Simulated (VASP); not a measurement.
# Na (Pmmn) in VASP: further runs

Na is run at these levels: PBEsol; tasks: single point.

Program: VASP 6.6.1. These are calculated values, not measurements. Logs are shortened: lines on timing, memory, paths and dates and some standing lists are left out, and cuts for length are marked.

## 1. The cell of the first run

Symmetry: Pmmn, No. 59, orthorhombic system. The conventional cell has a = 3.634 Å, b = 5.094 Å, c = 3.634 Å, α = 90.00°, β = 90.00°, γ = 90.00°. Within 4.4 Å of Na (site symmetry mm2) lie 12 Na at 3.19 to 4.34 Å.

## 2. Single point, PBEsol (atoms displaced along a vibrational mode, the cell strained)

Contents of INCAR:

```
PREC = Accurate
ENCUT = 520
EDIFF = 1E-6
ISMEAR = 0
SIGMA = 0.15
LREAL = F
LASPH = T
NELM = 60
ALGO = Fast
ISIF = 2
LWAVE = F
LCHARG = F
GGA = PS
NBANDS = 14
```

Contents of KPOINTS:

```
Automatic mesh
0
Gamma
  12 12 10
```

Contents of POSCAR:

```
Na
1.0
    0.0000000000     -3.6339653128      0.0000000000
   -3.6339653128      0.0000000000      0.0000000000
    0.0000000000      0.0000000000     -5.0935792181
Na
2
Direct
    0.5000000000      0.6642007968      0.5000000000
    0.0000000000     -0.1642007968      0.0000000000
```

Potentials or basis: VASP PAW PBE potentials, release 64 (Na_pv).

Run with:

```bash
$ cat potpaw_PBE.64/Na_pv/POTCAR > POTCAR
$ mpirun -np 1 vasp_std > vasp.out
```

OUTCAR:

```text
PREC = Accurate
   ENCUT = 520
   EDIFF = 1E-6
   ISMEAR = 0
   LREAL = F
   LASPH = T
   NELM = 60
   ISIF = 2
   GGA = PS

 ion  position               nearest neighbor table
   1  0.500  0.664  0.500-
   2  0.000  0.836  0.000-

  LATTYP: Found a simple tetragonal cell.
 ALAT       =     3.6339653128
 C/A-ratio  =     1.4016587335

  Lattice vectors:

 A1 = (   0.0000000000,  -3.6339653128,   0.0000000000)
 A2 = (  -3.6339653128,   0.0000000000,   0.0000000000)
 A3 = (   0.0000000000,   0.0000000000,  -5.0935792181)

Analysis of symmetry for initial positions (statically):
=====================================================================
 Subroutine PRICEL returns:
 Original cell was already a primitive cell.

 Routine SETGRP: Setting up the symmetry group for a
 simple tetragonal supercell.

 Subroutine GETGRP returns: Found  8 space group operations
 (whereof  4 operations were pure point group operations)
 out of a pool of 16 trial point group operations.

The static configuration has the point symmetry C_2v.
 The point group associated with its full space group is D_2h.

Analysis of symmetry for dynamics (positions and initial velocities):
=====================================================================
 Subroutine PRICEL returns:
 Original cell was already a primitive cell.

 Routine SETGRP: Setting up the symmetry group for a
 simple tetragonal supercell.

 Subroutine GETGRP returns: Found  8 space group operations
 (whereof  4 operations were pure point group operations)
 out of a pool of 16 trial point group operations.

The dynamic configuration has the point symmetry C_2v.
 The point group associated with its full space group is D_2h.

 Subroutine INISYM returns: Found  8 space group operations
 (whereof  4 operations are pure point group operations),
 and found     1 'primitive' translations

----------------------------------------------------------------------------------------

                                     Primitive cell

  volume of cell :      67.2643

  direct lattice vectors                    reciprocal lattice vectors
     0.000000000 -3.633965313  0.000000000     0.000000000 -0.275181493  0.000000000
    -3.633965313  0.000000000  0.000000000    -0.275181493  0.000000000  0.000000000
     0.000000000  0.000000000 -5.093579218     0.000000000  0.000000000 -0.196325601

  length of vectors
     3.633965313  3.633965313  5.093579218     0.275181493  0.275181493  0.196325601

  position of ions in fractional coordinates (direct lattice)
     0.500000000  0.664200797  0.500000000
     0.000000000  0.835799203  0.000000000

  ion indices of the primitive-cell ions
   primitive index   ion index
                 1           1
                 2           2

----------------------------------------------------------------------------------------

 KPOINTS: Automatic mesh

Automatic generation of k-mesh.
 Grid dimensions read from file:
 generate k-points for:   12   12   10

 Generating k-lattice:

  Cartesian coordinates                     Fractional coordinates (reciprocal lattice)
     0.000000000 -0.022931791  0.000000000     0.083333333  0.000000000  0.000000000
    -0.022931791  0.000000000  0.000000000     0.000000000  0.083333333  0.000000000
     0.000000000  0.000000000 -0.019632560     0.000000000  0.000000000  0.100000000

  Length of vectors
     0.022931791  0.022931791  0.019632560

  Shift w.r.t. Gamma in fractional coordinates (k-lattice)
     0.000000000  0.000000000  0.000000000

 Subroutine IBZKPT returns following result:
 ===========================================

 Found    294 irreducible k-points:

 Following reciprocal coordinates:
            Coordinates               Weight
  0.000000  0.000000  0.000000      1.000000
  0.083333  0.000000  0.000000      2.000000
  0.000000  0.083333  0.000000      2.000000
  0.166667  0.000000  0.000000      2.000000
  0.000000  0.166667  0.000000      2.000000
  0.250000  0.000000  0.000000      2.000000
[... 16 lines left out ...]
  0.500000  0.083333  0.000000      2.000000
 -0.083333  0.500000  0.000000      2.000000
 [... further k-points ...]
   k-points           NKPTS =    294   k-points in BZ     NKDIM =    294   number of bands    NBANDS=     14
   number of dos      NEDOS =    301   number of ions     NIONS =      2
   total plane-waves  NPLWV =  31360
   dimension x,y,z NGX =    28 NGY =   28 NGZ =   40
   dimension x,y,z NGXF=    56 NGYF=   56 NGZF=   80
   ions per type =               2
   NGX,Y,Z   is equivalent  to a cutoff of  12.81, 12.81, 13.06 a.u.
   NGXF,Y,Z  is equivalent  to a cutoff of  25.62, 25.62, 26.11 a.u.
 SYSTEM =  unknown system
   PREC   = accura    normal or accurate (medium, high low for compatibility)
   ISTART =      0    job   : 0-new  1-cont  2-samecut
   ICHARG =      2    charge: 1-file 2-atom 10-const
   ISPIN  =      1    spin polarized calculation?
   LNONCOLLINEAR =      F non collinear calculations
   LSORBIT =      F    spin-orbit coupling
   LASPH  =      T    aspherical Exc in radial PAW
   ENCUT  =  520.0 eV  38.22 Ry    6.18 a.u.   6.76  6.76  9.47*2*pi/ulx,y,z
   NELM   =     60;   NELMIN=  2; NELMDL= -5     # of ELM steps
   EDIFF  = 0.1E-05   stopping-criterion for ELM
   LREAL  =      F    real-space projection
   EDIFFG = 0.1E-04   stopping-criterion for IOM
   NSW    =      0    number of steps for IOM
   IBRION =     -1    ionic relax: 0-MD 1-quasi-New 2-CG
   NFREE  =      0    steps in history (QN), initial steepest desc. (CG)
   ISIF   =      2    stress and relaxation
   ISYM   =      2    0-nonsym 1-usesym 2-fastsym
   POTIM  = 0.5000    time-step for ionic-motion
   TEBEG  =    0.0;   TEEND  =   0.0 temperature during run
   PSTRESS=    0.0 pullay stress
   NELECT =      14.0000    total number of electrons
   NUPDOWN=      -1.0000    fix difference up-down
   EMIN   =  10.00;   EMAX   =-10.00  energy-range for DOS
   EFERMI =   0.00;   METHOD = LEGACY
   ISMEAR =     0;   SIGMA  =   0.15  broadening in eV -4-tet -1-fermi 0-gaus
   EFERMI_NEDOS =   21; number of points for ismear=-14 and -15
   IALGO  =     68    algorithm
   IMIX   =      4    mixing-type and parameters
     AMIX     =   0.40;   BMIX     =  1.00
     AMIX_MAG =   1.60;   BMIX_MAG =  1.00
  volume/ion in A,a.u.               =      33.63       226.96
  Fermi-wavevector in a.u.,A,eV,Ry     =   0.970188  1.833390 12.806689  0.941265
  Thomas-Fermi vector in A             =   2.100303
   LORBIT       =      0    0 simple, 1 ext, 2 COOP (PROOUT), +10 PAW based schemes
   GGA     = PS    functional components
   LHFCALC =     F    Hartree Fock is set to
   AEXX    =    0.0000 exact exchange contribution
   IVDW    =     0    specifies the selected vdW correction
   LEPSILON=     F    determine dielectric tensor
   LRPA    =     F    only Hartree local field effects (RPA)
 non-spin polarized calculation
 RMM-DIIS sequential band-by-band and
 Gauss-broadening in eV      SIGMA  =   0.15
  energy-cutoff  :      520.00
  volume of cell :       67.26
 maximum number of plane-waves:      1860
   NGX = 13   NGY = 13   NGZ = 19

 number of electron      14.0000019 magnetization

 Free energy of the ion-electron system (eV)
  ---------------------------------------------------
  ext. energy  EPLUGINS =         0.00000000
  ---------------------------------------------------
  free energy    TOTEN  =        -2.56248438 eV

  energy without entropy =       -2.55195250  energy(sigma->0) =       -2.55721844

 E-fermi :   0.6078     XC(G=0):  -6.7550

 val. band max:        0.6059173489   @ k =   0.4167   0.0833   0.5000
 cond. band min:       0.6176024458   @ k =  -0.0833   0.5000   0.3000
 fundamental gap:      0.0116850970
 Fermi energy:         0.6078238916

 k-point     1 :       0.0000    0.0000    0.0000
  band No.  band energies     occupation
      1     -24.3492      2.00000
      2     -24.2877      2.00000
      3     -24.2513      2.00000
      4     -24.2437      2.00000
      5     -24.2427      2.00000
      6     -24.2423      2.00000
      7      -2.8857      2.00000
      8       2.5098      0.00000
      9       3.1475      0.00000
     10       7.5173      0.00000
     11       7.9166      0.00000
     12       8.1526      0.00000
     13       9.0512      0.00000
     14      12.0577      0.00000

 k-point     2 :       0.0833    0.0000    0.0000
  band No.  band energies     occupation
      1     -24.3472      2.00000
      2     -24.2889      2.00000
      3     -24.2508      2.00000
      4     -24.2476      2.00000
      5     -24.2439      2.00000
      6     -24.2413      2.00000
      7      -2.8034      2.00000
      8       2.5790      0.00000
      9       3.2065      0.00000
     10       6.4585      0.00000
     11       7.9641      0.00000
     12       8.3442      0.00000
     13      10.0915      0.00000
     14      11.0138      0.00000

 k-point     3 :       0.0000    0.0833    0.0000
  band No.  band energies     occupation
      1     -24.3489      2.00000
      2     -24.2875      2.00000
      3     -24.2533      2.00000
      4     -24.2441      2.00000
      5     -24.2436      2.00000
      6     -24.2423      2.00000
      7      -2.8037      2.00000
      8       2.5799      0.00000
      9       3.2235      0.00000
     10       6.3102      0.00000
     11       8.2185      0.00000
     12       8.2673      0.00000
     13      10.0390      0.00000
     14      11.2235      0.00000
[... 324 lines left out ...]
 k-point    23 :       0.5000    0.0833    0.0000
  band No.  band energies     occupation
      1     -24.2941      2.00000
      2     -24.2941      2.00000
      3     -24.2930      2.00000
      4     -24.2930      2.00000
      5     -24.2443      2.00000
      6     -24.2443      2.00000
      7       0.0590      2.00000
      8       0.0590      2.00000
      9       5.0983      0.00000
     10       5.0983      0.00000
     11       6.1577      0.00000
     12       6.1577      0.00000
     13       9.3697      0.00000
     14       9.3697      0.00000

 k-point    24 :      -0.0833    0.5000    0.0000
  band No.  band energies     occupation
      1     -24.3425      2.00000
      2     -24.2870      2.00000
      3     -24.2783      2.00000
      4     -24.2649      2.00000
      5     -24.2443      2.00000
      6     -24.2435      2.00000
      7      -0.0008      2.00000
      8       0.1323      1.99999
      9       4.9830      0.00000
     10       5.2899      0.00000
     11       5.9495      0.00000
     12       5.9676      0.00000
     13       9.1021      0.00000
     14       9.9624      0.00000

 [... further k-points ...]

------------------------ aborting loop because EDIFF is reached ----------------------------------------

  FORCE on cell =-STRESS in cart. coord.  units (eV):
  Direction    XX          YY          ZZ          XY          YZ          ZX
  --------------------------------------------------------------------------------------
  -------------------------------------------------------------------------------------
  Total       -0.4205633      0.8037256      1.2864350      0.0000000      0.0000000      0.0000000
  in kB      -10.0174540     19.1440470     30.6417662      0.0000000      0.0000000      0.0000000
  external PRESSURE =      13.2561197 kB  Pullay stress =       0.0000000 kB

 VOLUME and BASIS-vectors are now :
 -----------------------------------------------------------------------------
  energy-cutoff  :      520.00
  volume of cell :       67.26
      direct lattice vectors                 reciprocal lattice vectors
     0.000000000 -3.633965313  0.000000000     0.000000000 -0.275181493  0.000000000
    -3.633965313  0.000000000  0.000000000    -0.275181493  0.000000000  0.000000000
     0.000000000  0.000000000 -5.093579218     0.000000000  0.000000000 -0.196325601

 POSITION                                       TOTAL-FORCE (eV/Angst)
 -----------------------------------------------------------------------------------
     -2.41368     -1.81698     -2.54679         0.244956      0.000000      0.000000
     -3.03727      0.00000      0.00000        -0.244956      0.000000      0.000000
 -----------------------------------------------------------------------------------
    total drift:                               -0.000000     -0.000000     -0.000000

  FREE ENERGIE OF THE ION-ELECTRON SYSTEM (eV)
  ---------------------------------------------------
  free  energy   TOTEN  =        -2.5624843838 eV

  energy  without entropy=       -2.5519525040  energy(sigma->0) =       -2.55721844
```

Run time: 4.9 min. Hardware: 1 thread of Intel Xeon 8259CL, shared host; peak memory 0.32 GiB.

Results:

```
Free energy            : -2.5625 eV
Pressure               : 1.3 GPa
Largest force          : 0.245 eV/Å
Band gap on the k mesh : zero (bands 7 and 8 overlap by 4.92 eV)
```

Forces on the atoms (eV/Å):
```
Na   0.245  0.000  0.000
Na  -0.245  0.000  0.000
```

Levels at points of the mesh, in eV from the Fermi level:
| k point | band 4 | band 5 | band 6 | band 7 | band 8 | band 9 | band 10 | band 11 |
| --- | --- | --- | --- | --- | --- | --- | --- | --- |
| (0.00, 0.00, 0.00) | -24.85 | -24.85 | -24.85 | -3.49 | 1.90 | 2.54 | 6.91 | 7.31 |
| (0.50, 0.00, 0.00) | -24.90 | -24.85 | -24.85 | -0.63 | -0.63 | 4.42 | 4.42 | 5.51 |
| (0.00, 0.50, 0.00) | -24.87 | -24.85 | -24.85 | -0.69 | -0.55 | 4.31 | 4.60 | 5.29 |
| (0.50, 0.50, 0.00) | -24.90 | -24.87 | -24.87 | 1.96 | 1.96 | 2.26 | 2.26 | 6.58 |
| (0.00, 0.00, 0.50) | -24.87 | -24.85 | -24.85 | -2.01 | -2.01 | 7.80 | 7.80 | 8.46 |
| (0.50, 0.00, 0.50) | -24.86 | -24.85 | -24.85 | 0.52 | 0.52 | 1.11 | 1.11 | 10.17 |
| (0.00, 0.50, 0.50) | -24.87 | -24.87 | -24.87 | 0.67 | 0.67 | 0.93 | 0.93 | 10.34 |
| (0.50, 0.50, 0.50) | -24.88 | -24.85 | -24.85 | 2.91 | 2.91 | 3.35 | 3.35 | 3.43 |

Caveat: the cell differs from its parent crystal (atoms displaced along a vibrational mode, the cell strained); the PAW data sets were made with another functional, which shifts forces and pressure a little.

[end of part 1 of 2]
